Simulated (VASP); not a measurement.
# TaAs (base) (I4_1md) in VASP: single point with PBE

Aim: the single point of TaAs (base) with PBE.

Everything below comes from runs of VASP 6.6.1. Logs are shortened: lines on timing, memory, paths and dates and some standing lists are left out, and cuts for length are marked.

**1. The cell of the first run**

The structure is tetragonal, space group I4_1md (No. 109). The conventional cell has a = 3.464 Å, b = 3.464 Å, c = 11.733 Å, α = 90.00°, β = 90.00°, γ = 90.00°. Within 3.5 Å of Ta (site symmetry 2mm) lie 6 As at 2.62 to 2.63 Å and 8 Ta at 3.41 to 3.46 Å. Within 3.5 Å of As (site symmetry 2mm) lie 6 Ta at 2.62 to 2.63 Å and 8 As at 3.41 to 3.46 Å.

**2. Single point, PBE**

Contents of INCAR:

```
SYSTEM = TaAs
PREC = Accurate
ENCUT = 520
EDIFF = 1E-6
ISMEAR = -1
SIGMA = 0.15
LREAL = .False.
LASPH = .True.
NELM = 100
ALGO = Normal
ISIF = 2
LWAVE = .False.
LCHARG = .False.
GGA = PE
NBANDS = 24
```

Contents of KPOINTS:

```
regular mesh
0
Gamma
  18 18 18
  0 0 0
```

Contents of POSCAR:

```
TaAs
1.0
   -1.7319944677      1.7319944677      5.8664874093
    1.7319944677     -1.7319944677      5.8664874093
    1.7319944677      1.7319944677     -5.8664874093
Ta As
2 2
Direct
    0.5001820308      1.0001820308      0.5000000000
    0.7501820308      0.7501820308      0.0000000000
    0.0824173892      0.5824173892      0.5000000000
    0.3324173892      0.3324173892      0.0000000000
```

Potentials or basis: VASP PAW PBE potentials, release 64 (Ta_pv, As).

Command:

```bash
> cat potpaw_PBE.64/Ta_pv/POTCAR potpaw_PBE.64/As/POTCAR > POTCAR
> mpirun -np 1 vasp_std > vasp.out
```

OUTCAR:

```text
SYSTEM = TaAs
   PREC = Accurate
   ENCUT = 520
   EDIFF = 1E-6
   ISMEAR = -1
   LREAL = .False.
   LASPH = .True.
   NELM = 100
   ISIF = 2
   GGA = PE

 ion  position               nearest neighbor table
   1  0.500  0.000  0.500-   4 2.62   4 2.62   3 2.63   3 2.63   3 2.63   3 2.63   2 3.41   2 3.41
                             2 3.41   2 3.41
   2  0.750  0.750  0.000-   3 2.62   3 2.62   4 2.63   4 2.63   4 2.63   4 2.63   1 3.41   1 3.41
                             1 3.41   1 3.41
   3  0.082  0.582  0.500-   2 2.62   2 2.62   1 2.63   1 2.63   1 2.63   1 2.63
   4  0.332  0.332  0.000-   1 2.62   1 2.62   2 2.63   2 2.63   2 2.63   2 2.63

  LATTYP: Found a body centered tetragonal cell.
 ALAT       =     3.4639889354
 C/A-ratio  =     3.3871282609

  Lattice vectors:

 A1 = (  -1.7319944677,   1.7319944677,   5.8664874093)
 A2 = (   1.7319944677,  -1.7319944677,   5.8664874093)
 A3 = (   1.7319944677,   1.7319944677,  -5.8664874093)

Analysis of symmetry for initial positions (statically):
=====================================================================
 Subroutine PRICEL returns:
 Original cell was already a primitive cell.

 Routine SETGRP: Setting up the symmetry group for a
 body centered tetragonal supercell.

 Subroutine GETGRP returns: Found  8 space group operations
 (whereof  4 operations were pure point group operations)
 out of a pool of 16 trial point group operations.

The static configuration has the point symmetry C_2v.
 The point group associated with its full space group is C_4v.

Analysis of symmetry for dynamics (positions and initial velocities):
=====================================================================
 Subroutine PRICEL returns:
 Original cell was already a primitive cell.

 Routine SETGRP: Setting up the symmetry group for a
 body centered tetragonal supercell.

 Subroutine GETGRP returns: Found  8 space group operations
 (whereof  4 operations were pure point group operations)
 out of a pool of 16 trial point group operations.

The dynamic configuration has the point symmetry C_2v.
 The point group associated with its full space group is C_4v.

 Subroutine INISYM returns: Found  8 space group operations
 (whereof  4 operations are pure point group operations),
 and found     1 'primitive' translations

----------------------------------------------------------------------------------------

                                     Primitive cell

  volume of cell :      70.3933

  direct lattice vectors                    reciprocal lattice vectors
    -1.731994468  1.731994468  5.866487409     0.000000000  0.288684525  0.085229877
     1.731994468 -1.731994468  5.866487409     0.288684525  0.000000000  0.085229877
     1.731994468  1.731994468 -5.866487409     0.288684525  0.288684525  0.000000000

  length of vectors
     6.357301644  6.357301644  6.357301644     0.301003134  0.301003134  0.408261570

  position of ions in fractional coordinates (direct lattice)
     0.500182031  0.000182031  0.500000000
     0.750182031  0.750182031  0.000000000
     0.082417389  0.582417389  0.500000000
     0.332417389  0.332417389  0.000000000

  ion indices of the primitive-cell ions
   primitive index   ion index
                 1           1
                 2           2
                 3           3
                 4           4

----------------------------------------------------------------------------------------

 KPOINTS: regular mesh

Automatic generation of k-mesh.
 Grid dimensions read from file:
 generate k-points for:   18   18   18

 Generating k-lattice:

  Cartesian coordinates                     Fractional coordinates (reciprocal lattice)
     0.000000000  0.016038029  0.004734993     0.055555556  0.000000000  0.000000000
     0.016038029  0.000000000  0.004734993     0.000000000  0.055555556  0.000000000
     0.016038029  0.016038029  0.000000000     0.000000000  0.000000000  0.055555556

  Length of vectors
     0.016722396  0.016722396  0.022681198

  Shift w.r.t. Gamma in fractional coordinates (k-lattice)
     0.000000000  0.000000000  0.000000000

 Subroutine IBZKPT returns following result:
 ===========================================

 Found    480 irreducible k-points:

 Following reciprocal coordinates:
            Coordinates               Weight
  0.000000  0.000000  0.000000      1.000000
  0.055556  0.000000  0.000000      8.000000
  0.111111  0.000000  0.000000      8.000000
  0.166667  0.000000  0.000000      8.000000
  0.222222  0.000000 -0.000000      8.000000
  0.277778  0.000000 -0.000000      8.000000
[... 16 lines left out ...]
 -0.277778  0.055556  0.000000     16.000000
 -0.222222  0.055556  0.000000     16.000000
 [... further k-points ...]
   k-points           NKPTS =    480   k-points in BZ     NKDIM =    480   number of bands    NBANDS=     24
   number of dos      NEDOS =    301   number of ions     NIONS =      4
   total plane-waves  NPLWV = 110592
   dimension x,y,z NGX =    48 NGY =   48 NGZ =   48
   dimension x,y,z NGXF=    96 NGYF=   96 NGZF=   96
   ions per type =               2   2
   NGX,Y,Z   is equivalent  to a cutoff of  12.55, 12.55, 12.55 a.u.
   NGXF,Y,Z  is equivalent  to a cutoff of  25.10, 25.10, 25.10 a.u.
 SYSTEM =  TaAs
   PREC   = accura    normal or accurate (medium, high low for compatibility)
   ISTART =      0    job   : 0-new  1-cont  2-samecut
   ICHARG =      2    charge: 1-file 2-atom 10-const
   ISPIN  =      1    spin polarized calculation?
   LNONCOLLINEAR =      F non collinear calculations
   LSORBIT =      F    spin-orbit coupling
   LASPH  =      T    aspherical Exc in radial PAW
   ENCUT  =  520.0 eV  38.22 Ry    6.18 a.u.  11.82 11.82 11.82*2*pi/ulx,y,z
   NELM   =    100;   NELMIN=  2; NELMDL= -5     # of ELM steps
   EDIFF  = 0.1E-05   stopping-criterion for ELM
   LREAL  =      F    real-space projection
   EDIFFG = 0.1E-04   stopping-criterion for IOM
   NSW    =      0    number of steps for IOM
   IBRION =     -1    ionic relax: 0-MD 1-quasi-New 2-CG
   NFREE  =      0    steps in history (QN), initial steepest desc. (CG)
   ISIF   =      2    stress and relaxation
   ISYM   =      2    0-nonsym 1-usesym 2-fastsym
   POTIM  = 0.5000    time-step for ionic-motion
   TEBEG  =    0.0;   TEEND  =   0.0 temperature during run
   PSTRESS=    0.0 pullay stress
   NELECT =      32.0000    total number of electrons
   NUPDOWN=      -1.0000    fix difference up-down
   EMIN   =  10.00;   EMAX   =-10.00  energy-range for DOS
   EFERMI =   0.00;   METHOD = LEGACY
   ISMEAR =    -1;   SIGMA  =   0.15  broadening in eV -4-tet -1-fermi 0-gaus
   EFERMI_NEDOS =   21; number of points for ismear=-14 and -15
   IALGO  =     38    algorithm
   IMIX   =      4    mixing-type and parameters
     AMIX     =   0.40;   BMIX     =  1.00
     AMIX_MAG =   1.60;   BMIX_MAG =  1.00
  volume/ion in A,a.u.               =      17.60       118.76
  Fermi-wavevector in a.u.,A,eV,Ry     =   1.258774  2.378738 21.558596  1.584512
  Thomas-Fermi vector in A             =   2.392367
   LORBIT       =      0    0 simple, 1 ext, 2 COOP (PROOUT), +10 PAW based schemes
   GGA     = PE    functional components
   LHFCALC =     F    Hartree Fock is set to
   AEXX    =    0.0000 exact exchange contribution
   IVDW    =     0    specifies the selected vdW correction
   LEPSILON=     F    determine dielectric tensor
   LRPA    =     F    only Hartree local field effects (RPA)
 non-spin polarized calculation
  energy-cutoff  :      520.00
  volume of cell :       70.39
 maximum number of plane-waves:      1930
   NGX = 23   NGY = 23   NGZ = 23

 number of electron      32.0000002 magnetization

 Free energy of the ion-electron system (eV)
  ---------------------------------------------------
  ext. energy  EPLUGINS =         0.00000000
  ---------------------------------------------------
  free energy    TOTEN  =       -35.13943956 eV

  energy without entropy =      -35.07804886  energy(sigma->0) =      -35.10874421

 E-fermi :   6.8194     XC(G=0): -11.8534

 val. band max:        6.8167709455   @ k =  -0.1111   0.4444   0.1111
 cond. band min:       6.8383767004   @ k =  -0.2222   0.5000   0.2222
 fundamental gap:      0.0216057548
 Fermi energy:         6.8194100511

 k-point     1 :       0.0000    0.0000    0.0000
  band No.  band energies     occupation
      1     -28.1311      2.00000
      2     -28.1003      2.00000
      3     -28.1003      2.00000
      4     -27.9557      2.00000
      5     -27.9557      2.00000
      6     -27.9015      2.00000
[... 16 lines left out ...]
     23      10.8907      0.00000
     24      10.8917      0.00000

 k-point     2 :       0.0556    0.0000    0.0000
  band No.  band energies     occupation
      1     -28.1302      2.00000
      2     -28.1041      2.00000
      3     -28.0998      2.00000
      4     -27.9602      2.00000
      5     -27.9552      2.00000
      6     -27.9020      2.00000
[... 16 lines left out ...]
     23      10.5439      0.00000
     24      11.0400      0.00000

 k-point     3 :       0.1111    0.0000    0.0000
  band No.  band energies     occupation
      1     -28.1311      2.00000
      2     -28.1115      2.00000
      3     -28.0986      2.00000
      4     -27.9726      2.00000
      5     -27.9538      2.00000
      6     -27.9036      2.00000
[... 16 lines left out ...]
     23      10.6659      0.00000
     24      11.4339      0.00000

 k-point     4 :       0.1667    0.0000    0.0000
  band No.  band energies     occupation
      1     -28.1456      2.00000
      2     -28.1094      2.00000
      3     -28.0968      2.00000
      4     -27.9910      2.00000
      5     -27.9515      2.00000
      6     -27.9067      2.00000
[... 16 lines left out ...]
     23      10.9566      0.00000
     24      11.9625      0.00000

 k-point     5 :       0.2222    0.0000   -0.0000
  band No.  band energies     occupation
      1     -28.1695      2.00000
      2     -28.1008      2.00000
      3     -28.0945      2.00000
      4     -28.0126      2.00000
      5     -27.9488      2.00000
      6     -27.9114      2.00000
[... 451 lines left out ...]
 k-point    22 :      -0.3333    0.0556    0.0000
  band No.  band energies     occupation
      1     -28.2197      2.00000
      2     -28.0965      2.00000
      3     -28.0860      2.00000
      4     -28.0470      2.00000
      5     -27.9478      2.00000
      6     -27.9211      2.00000
[... 16 lines left out ...]
     23      11.4649      0.00000
     24      12.9499      0.00000

 k-point    23 :      -0.2778    0.0556    0.0000
  band No.  band energies     occupation
      1     -28.1950      2.00000
      2     -28.0996      2.00000
      3     -28.0895      2.00000
      4     -28.0334      2.00000
      5     -27.9504      2.00000
      6     -27.9143      2.00000
[... 16 lines left out ...]
     23      11.5580      0.00000
     24      12.6330      0.00000

 k-point    24 :      -0.2222    0.0556    0.0000
  band No.  band energies     occupation
      1     -28.1689      2.00000
      2     -28.1053      2.00000
      3     -28.0954      2.00000
      4     -28.0124      2.00000
      5     -27.9533      2.00000
      6     -27.9087      2.00000
[... 16 lines left out ...]
     23      11.4487      0.00000
     24      12.1694      0.00000

 [... further k-points ...]
[... 5 lines left out ...]
  --------------------------------------------------------------------------------------
  -------------------------------------------------------------------------------------
  Total        0.2045448      0.2045448      0.1602055      0.0000000      0.0000000      0.0000000
  in kB        4.6555176      4.6555176      3.6463380      0.0000000      0.0000000      0.0000000
  external PRESSURE =       4.3191244 kB  Pullay stress =       0.0000000 kB

 VOLUME and BASIS-vectors are now :
 -----------------------------------------------------------------------------
  energy-cutoff  :      520.00
  volume of cell :       70.39
      direct lattice vectors                 reciprocal lattice vectors
    -1.731994468  1.731994468  5.866487409     0.000000000  0.288684525  0.085229877
     1.731994468 -1.731994468  5.866487409     0.288684525  0.000000000  0.085229877
     1.731994468  1.731994468 -5.866487409     0.288684525  0.288684525  0.000000000

 POSITION                                       TOTAL-FORCE (eV/Angst)
 -----------------------------------------------------------------------------------
      0.00000      1.73199      0.00214        -0.000000      0.000000      0.001587
      0.00000      0.00000      8.80187         0.000000     -0.000000      0.001587
      1.73199     -0.00000      0.96700         0.000000     -0.000000     -0.001587
      0.00000      0.00000      3.90024        -0.000000      0.000000     -0.001587
 -----------------------------------------------------------------------------------
    total drift:                                0.000000      0.000000     -0.000030

  FREE ENERGIE OF THE ION-ELECTRON SYSTEM (eV)
  ---------------------------------------------------
  free  energy   TOTEN  =       -35.1394395580 eV

  energy  without entropy=      -35.0780488580  energy(sigma->0) =      -35.10874421
```

It took 17 min on 1 thread of Intel Xeon Platinum 8375C at 2.90GHz (Ice Lake), shared host; peak memory 0.89 GiB.

Results:

| Item | Value |
| --- | --- |
| Free energy | -35.1394 eV |
| Pressure | 0.4 GPa |
| Band gap on the k mesh | zero (band 16 reaches 6.88 eV, above the bottom of band 17 at 6.87 eV) |

Caveat: spin-orbit coupling is left out, which moves the levels of the heavy elements.
